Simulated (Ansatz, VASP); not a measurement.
# One calculation of MgS, two programs

File INCAR:

```
SYSTEM = MgS
  ALGO = Normal
  EDIFF = 1E-6
  ENCUT = 520
  GGA = PS
  ISIF = 2
  ISMEAR = 0
  LASPH = .TRUE.
  LCHARG = .FALSE.
  LREAL = .FALSE.
  LWAVE = .FALSE.
  NBANDS = 11
  NELM = 100
  PREC = Accurate
  SIGMA = 0.05
```

KPOINTS

```
k-points
0
G
  8 8 8
  0 0 0
```

POSCAR

```
MgS
1.0
   -0.8225592414      2.2620379138      2.2620379138
    2.2620379138     -0.8225592414      2.2620379138
    2.2620379138      2.2620379138     -0.8225592414
Mg S
1 1
Direct
    0.0000000000      0.0000000000      0.0000000000
    0.5000000000      0.5000000000      0.5000000000
```

Input for Ansatz:

```yaml
crystal:
  lattice:
    - [-0.8225592414, 2.2620379138, 2.2620379138]
    - [2.2620379138, -0.8225592414, 2.2620379138]
    - [2.2620379138, 2.2620379138, -0.8225592414]
  atoms:
    - { symbol: Mg, position: [0.0, 0.0, 0.0] }
    - { symbol: S, position: [0.5, 0.5, 0.5] }
basis:
  ecutwfc: 420
kpoints:
  mp_grid: { grid: [8, 8, 8] }
hamiltonian:
  xc: pbesol
scf:
  occupations: { method: gaussian, width: 0.05 }
output:
  forces: true
  stress: true
  eigenvalues: true
```

Alike in both runs: task single point; functional PBEsol; k mesh 8 × 8 × 8; occupations gaussian, width 0.05 eV; no spin polarisation.

|  | VASP | Ansatz |
| --- | --- | --- |
| version | VASP 6.6.1 | Ansatz 0.2.0 |
| potentials or method | VASP PAW PBE potentials, release 64 (Mg, S), cutoff 520 eV | scalar-relativistic, plane waves, PAW |
| valence electrons in the cell | 8 | 16 |

```tsv
	VASP	Ansatz	Ansatz less VASP
gap on the k mesh at the Fermi level (eV)	0.01	0.01	-0.006
least direct gap on the mesh (eV)	0.01	0.01	-0.006
pressure (GPa)	-1.6	-1.4	+0.23
traceless stress, the component that is largest in VASP (GPa)	4.14	4.11	-0.024
```

VASP's potentials were made for PBE, not for PBEsol. VASP's potentials hold 8 valence electrons a cell and Ansatz's 16, so a difference there can come from the potentials and not from the codes.
